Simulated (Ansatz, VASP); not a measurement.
# One calculation of Br, two programs

```
CELL_PARAMETERS angstrom
-1.59070 1.59070 1.59070
1.59070 -1.59070 1.59070
1.59070 1.59070 -1.59070
ATOMIC_POSITIONS crystal
Br 0.00000 0.00000 0.00000
```

Change from the starting cell: volume scaled by 0.6, LAPW.

Alike in both runs: task single point; functional PBE; k mesh 16 × 16 × 16; occupations fermi-dirac, width 0.08 eV; no spin polarisation.

```csv
,VASP,Ansatz
version,VASP 6.6.1,Ansatz 0.2.0
potentials or method,"VASP PAW PBE potentials, release 64 (Br), cutoff 520 eV","all-electron LAPW, scalar-relativistic"
```

```tsv
	VASP	Ansatz	Ansatz less VASP
pressure (GPa)	53.0	52.9	-0.10
```

Both programs put the cell under a high pressure, so it lies far from rest at this level. Ansatz ran all-electron here, and VASP with PAW potentials.
